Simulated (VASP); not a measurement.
# BN in VASP: a series of runs, part 2 of 2

VASP 6.6.1.

## 3. Single point, PBE+D3(BJ) (all B atoms moved 0.04 Å in one direction)

Input file INCAR:

```
SYSTEM = BN
  ALGO = Normal
  EDIFF = 1E-6
  ENCUT = 520
  GGA = PE
  ISIF = 2
  ISMEAR = 0
  IVDW = 12
  LASPH = .True.
  LCHARG = .False.
  LREAL = .False.
  LWAVE = .False.
  NBANDS = 16
  NELM = 100
  PREC = Accurate
  SIGMA = 0.05
```

Input file KPOINTS:

```
k-points
0
Gamma
  12 12 4
  0 0 0
```

Input file POSCAR:

```
BN
1.0
    2.5064380638      0.0000000000      0.0000000000
   -1.2532190319      2.1706390363      0.0000000000
    0.0000000000      0.0000000000      6.6168480153
B N
2 2
Direct
    0.3273258989      0.6606657127      0.2519907997
    0.6606592323      0.3273323794      0.7519907997
    0.3393407677      0.6726676206      0.7480092003
    0.6726741011      0.3393342873      0.2480092003
```

Potentials or basis: VASP PAW PBE potentials, release 64 (B, N).

The run is started by

```console
cat potpaw_PBE.64/B/POTCAR potpaw_PBE.64/N/POTCAR > POTCAR
mpirun -np 1 vasp_std > vasp.out
```

OUTCAR:

```text
SYSTEM = BN
   EDIFF = 1E-6
   ENCUT = 520
   GGA = PE
   ISIF = 2
   ISMEAR = 0
   IVDW = 12
   LASPH = .True.
   LREAL = .False.
   NELM = 100
   PREC = Accurate
 IVDW          = 12

 ion  position               nearest neighbor table
   1  0.327  0.661  0.252-   4 1.42   4 1.45   4 1.47
   2  0.661  0.327  0.752-   3 1.42   3 1.45   3 1.47
   3  0.339  0.673  0.748-   2 1.42   2 1.45   2 1.47
   4  0.673  0.339  0.248-   1 1.42   1 1.45   1 1.47

  LATTYP: Found a hexagonal cell.
 ALAT       =     2.5064380638
 C/A-ratio  =     2.6399407633

  Lattice vectors:

 A1 = (   2.5064380638,   0.0000000000,   0.0000000000)
 A2 = (  -1.2532190319,   2.1706390363,   0.0000000000)
 A3 = (   0.0000000000,   0.0000000000,   6.6168480153)

Analysis of symmetry for initial positions (statically):
=====================================================================
 Subroutine PRICEL returns:
 Original cell was already a primitive cell.

 Routine SETGRP: Setting up the symmetry group for a
 hexagonal supercell.

 Subroutine GETGRP returns: Found  1 space group operations
 (whereof  1 operations were pure point group operations)
[... 172 lines left out ...]
 fundamental gap:      4.2450405322
 Fermi energy:         2.5405492221

 k-point     1 :       0.0000    0.0000    0.0000
  band No.  band energies     occupation
      1     -15.4957      2.00000
      2     -15.1929      2.00000
      3      -3.9275      2.00000
      4      -1.7616      2.00000
      5       0.6321      2.00000
      6       0.6327      2.00000
[... 433 lines left out ...]
      3      -2.6498      2.00000
      4      -2.1818      2.00000
      5      -1.8155      2.00000
      6      -0.7985      2.00000
[... 8 lines left out ...]
     15      16.8520      0.00000
     16      17.7428      0.00000

 [... further k-points ...]

------------------------ aborting loop because EDIFF is reached ----------------------------------------

 Edisp (eV)   -0.56593

 E8    (eV) :    -0.1658

  FORCE on cell =-STRESS in cart. coord.  units (eV):
  Direction    XX          YY          ZZ          XY          YZ          ZX
  --------------------------------------------------------------------------------------
  -------------------------------------------------------------------------------------
  Total       0.13337     0.16377    -0.05614     0.02645     0.05559     0.03216
  in kB       5.93558     7.28883    -2.49870     1.17737     2.47401     1.43145
  external pressure =        3.58 kB  Pullay stress =        0.00 kB

 VOLUME and BASIS-vectors are now :
 -----------------------------------------------------------------------------
  energy-cutoff  :      520.00
  volume of cell :       36.00
      direct lattice vectors                 reciprocal lattice vectors
     2.506438064  0.000000000  0.000000000     0.398972556  0.230346912  0.000000000
    -1.253219032  2.170639036  0.000000000     0.000000000  0.460693825  0.000000000
     0.000000000  0.000000000  6.616848015     0.000000000  0.000000000  0.151129359

 POSITION                                       TOTAL-FORCE (eV/Angst)
 -----------------------------------------------------------------------------------
     -0.00754      1.43407      1.66738         0.667305      1.039054     -0.324885
      1.24568      0.71052      4.97581         0.568086      1.096091     -0.324885
      0.00754      1.46012      4.94946        -0.567935     -1.096181      0.324887
      1.26076      0.73657      1.64104        -0.667455     -1.038965      0.324883
 -----------------------------------------------------------------------------------
    total drift:                               -0.000096     -0.000163     -0.000662

  FREE ENERGIE OF THE ION-ELECTRON SYSTEM (eV)
  ---------------------------------------------------
  free  energy   TOTEN  =       -35.6719793732 eV

  energy  without entropy=      -35.6719793732  energy(sigma->0) =      -35.67197937
```

OSZICAR:

```text
N       E                     dE             d eps       ncg     rms          rms(c)
DAV:   1     0.487277333167E+02    0.48728E+02   -0.80327E+03  9368   0.926E+02
DAV:   2    -0.354655821926E+02   -0.84193E+02   -0.76466E+02 13048   0.220E+02
DAV:   3    -0.386326515204E+02   -0.31671E+01   -0.31553E+01 11976   0.426E+01
DAV:   4    -0.386524430951E+02   -0.19792E-01   -0.19788E-01 12056   0.375E+00
DAV:   5    -0.386526241801E+02   -0.18108E-03   -0.18108E-03 11840   0.343E-01    0.113E+01
DAV:   6    -0.354558099396E+02    0.31968E+01   -0.51798E+00 12176   0.175E+01    0.504E+00
DAV:   7    -0.351831967544E+02    0.27261E+00   -0.57641E-01 13032   0.554E+00    0.316E+00
DAV:   8    -0.351100054555E+02    0.73191E-01   -0.23263E-01 12536   0.325E+00    0.479E-01
DAV:   9    -0.351050253013E+02    0.49802E-02   -0.15693E-02 10576   0.103E+00    0.197E-01
DAV:  10    -0.351059312081E+02   -0.90591E-03   -0.13482E-03 11472   0.282E-01    0.358E-02
DAV:  11    -0.351060259763E+02   -0.94768E-04   -0.87782E-05 11688   0.753E-02    0.234E-02
DAV:  12    -0.351060450595E+02   -0.19083E-04   -0.31480E-05 10512   0.385E-02    0.247E-03
DAV:  13    -0.351060453505E+02   -0.29099E-06   -0.63652E-07 10400   0.714E-03
   1 F= -.35671979E+02 E0= -.35671979E+02  d E =-.184588E-14
```

It took 81 s on 1 thread of AMD EPYC 9R45 (Zen 5), shared host; peak memory 0.24 GiB.

What came out:

| Quantity | Value |
| --- | --- |
| Free energy | -35.6720 eV |
| Pressure | 0.4 GPa |
| Largest force | 1.277 eV/Å |
| Band gap on the k mesh | 4.25 eV, indirect (least direct gap 4.64 eV) |
| Dispersion energy per atom | -0.141 eV |

Forces in eV/Å, atoms in the order of the input:
```
B    0.667  1.039 -0.325
B    0.568  1.096 -0.325
N   -0.568 -1.096  0.325
N   -0.667 -1.039  0.325
```

Caveat: the cell differs from its parent crystal (all B atoms moved 0.04 Å in one direction); forces of over 1 eV/Å act on the atoms, so gaps and moduli don't describe the material at rest. A k mesh can miss the band edges.

## 4. Relaxation of cell and atoms, PBE+D3(BJ) (all B atoms moved 0.04 Å in one direction)

Input file INCAR:

```
  ALGO = Normal
  EDIFF = 1E-7
  EDIFFG = -0.01
  ENCUT = 600
  GGA = PE
  IBRION = 2
  ISIF = 3
  ISMEAR = 0
  IVDW = 12
  LASPH = T
  LCHARG = F
  LREAL = F
  LWAVE = F
  NELM = 100
  NSW = 100
  PREC = Accurate
  SIGMA = 0.05
```

Input file KPOINTS:

```
k-points
0
Gamma
  12 12 4
```

POSCAR is that of step 3.

The run is started by

```console
cat potpaw_PBE.64/B/POTCAR potpaw_PBE.64/N/POTCAR > POTCAR
mpirun -np 1 vasp_std > vasp.out
```

Run time: 11 min. Hardware: 1 thread of AMD EPYC 9R45 (Zen 5), shared host; peak memory 0.26 GiB.

It converged, with:

| Quantity | Value |
| --- | --- |
| Free energy | -35.7245 eV |
| Relaxed volume | 8.92 Å³/atom |
| Relaxed cell | a = 2.506 Å, b = 2.506 Å, c = 6.557 Å, α = 89.99°, β = 89.99°, γ = 120.00° |
| Space group after relaxing (to 0.05 Å) | P6_3/mmc (No. 194) |
| Energy gained by relaxing | 11.5 meV/atom |
| Ionic steps | 21 |
| Pressure after relaxing | 0.0 GPa |
| Largest force after relaxing | 0.004 eV/Å |
| Band gap on the k mesh | 4.24 eV, indirect (least direct gap 4.63 eV) |
| Dispersion energy per atom | -0.143 eV |

Forces in eV/Å, atoms in the order of the input:
```
B    0.000 -0.002  0.003
B   -0.002 -0.001  0.003
N    0.002  0.001 -0.003
N    0.000  0.002 -0.003
```

The path:
```tsv
step	energy change (eV)	largest force (eV/Å)	pressure (GPa)	volume (Å³)
1	0.0000	1.2779	0.19	36.00
2	0.2741	3.5862	1.95	36.05
3	-0.0415	0.2415	-0.36	36.01
4	-0.0451	0.1564	0.30	35.93
5	-0.0454	0.1180	0.16	35.94
6	-0.0441	0.2409	-0.24	35.96
7	-0.0458	0.0073	0.02	35.95
8	-0.0458	0.0108	-0.18	35.95
9	-0.0458	0.0083	-0.16	35.95
10	-0.0459	0.0046	-0.15	35.94
11	-0.0459	0.0134	-0.17	35.89
12	-0.0459	0.0429	-0.19	35.79
13	-0.0459	0.0415	-0.18	35.78
14	-0.0460	0.0373	-0.16	35.76
15	-0.0460	0.0290	-0.11	35.72
16	-0.0460	0.0142	-0.03	35.64
17	-0.0460	0.0151	-0.03	35.65
18	-0.0460	0.0217	-0.08	35.68
19	-0.0460	0.0159	-0.04	35.65
20	-0.0460	0.0119	-0.03	35.66
21	-0.0460	0.0036	-0.03	35.67
```

Final structure:
```
B N
1.0
     2.50645   -0.00009    0.00017
    -1.25330    2.17061    0.00017
     0.00046    0.00080    6.55701
B N
2 2
Direct
  0.33335 0.66667 0.24998
  0.66667 0.33335 0.74998
  0.33332 0.66667 0.75002
  0.66667 0.33332 0.25002
```

Levels at points of the mesh, in eV from the valence-band top:
```
           k point  band 4  band 5  band 6  band 7  band 8  band 9  band 10  band 11  band 12
(0.00, 0.00, 0.00)   -4.00   -1.34   -1.34   -1.30   -1.30    5.33    10.45    11.51    11.51
(0.50, 0.00, 0.00)   -8.83   -4.15   -4.08   -1.49   -0.41    4.24     5.69     9.51     9.91
(0.00, 0.50, 0.00)   -8.83   -4.15   -4.08   -1.49   -0.41    4.24     5.69     9.51     9.91
(0.50, 0.50, 0.00)   -8.83   -4.15   -4.08   -1.49   -0.41    4.24     5.69     9.51     9.91
(0.00, 0.00, 0.50)   -5.27   -1.32   -1.32   -1.32   -1.32    7.76     7.76    11.58    11.58
(0.50, 0.00, 0.50)   -8.87   -4.11   -4.11   -0.92   -0.92    4.72     4.72     9.89     9.89
(0.00, 0.50, 0.50)   -8.87   -4.11   -4.11   -0.92   -0.92    4.72     4.72     9.89     9.89
(0.50, 0.50, 0.50)   -8.87   -4.11   -4.11   -0.92   -0.92    4.72     4.72     9.89     9.89
```

Caveat: the cell differs from its parent crystal (all B atoms moved 0.04 Å in one direction).

## 5. The runs side by side

```tsv
task	cell	cutoff (eV)	gap on the mesh (eV)	pressure (GPa)
single point	a = 2.506, b = 2.506, c = 6.603 Å, angles 90.0, 90.0, 120.0°, 4 atoms	520	4.26	0.1
single point	a = 2.506, b = 2.506, c = 6.617 Å, angles 90.0, 90.0, 120.0°, 4 atoms	520	4.25	0.4
relaxation of cell and atoms	relaxed from a = 2.506, b = 2.506, c = 6.617 Å, angles 90.0, 90.0, 120.0°, 4 atoms	600	4.24	0.0
```

Alike in all rows: level PBE+D3(BJ); potentials or basis VASP PAW PBE potentials, release 64 (B, N); no spin polarisation; k mesh 12 × 12 × 4; smearing gaussian 0.05 eV.

Caveats: forces of over 1 eV/Å act on the atoms, so gaps and moduli don't describe the material at rest (some runs).

Absolute energies hang on the potentials; compare differences alone.
